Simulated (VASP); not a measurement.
Write the native input for VASP 6.6.1 that does the following.

```yaml
Task: single point
Functional: LDA
Potentials_or_basis: VASP PAW LDA potentials, release 64 (Al, Rh_pv)
Cutoff: 520 eV
k_mesh: 8 × 8 × 8
Occupations: fermi-dirac, width 0.1 eV
Spin: no spin polarisation
Dipole_correction: no
Further_INCAR_settings: ALGO = Normal; EDIFF = 1e-06; NBANDS = 16
```

The structure of AlRh lies in POSCAR:

```
AlRh
1.0
    2.9773220000      0.0000000000      0.0000000000
    0.0000000000      2.9773220000      0.0000000000
    0.0000000000      0.0000000000      2.9773220000
Al Rh
1 1
Direct
    0.0000000000      0.0000000000      0.0000000000
    0.5000000000      0.5000000000      0.5000000000
```

The input as run:

INCAR

```
SYSTEM = AlRh
PREC = Accurate ; ENCUT = 520
EDIFF = 1E-6 ; ISMEAR = -1
SIGMA = 0.1 ; LREAL = .FALSE.
LASPH = .TRUE. ; NELM = 100
ALGO = Normal ; ISIF = 2
LWAVE = .FALSE. ; LCHARG = .FALSE.
GGA = CA ; NBANDS = 16
```

KPOINTS

```
regular mesh
0
G
  8 8 8
  0 0 0
```

Potentials or basis: VASP PAW LDA potentials, release 64 (Al, Rh_pv).

Launch:

```bash
$ cat potpaw_LDA.64/Al/POTCAR potpaw_LDA.64/Rh_pv/POTCAR > POTCAR
$ mpirun -np 1 vasp_std > vasp.out
```

Results of the run:

The pressure is -5.3 GPa and the band gap on the k mesh is zero (band 9 reaches 13.45 eV, above the bottom of band 10 at 10.91 eV).

Wall time 3.4 s on 1 thread of Intel(R) Xeon(R) 6975P-C (Granite Rapids), with other jobs on the host, peak memory 0.13 GiB.
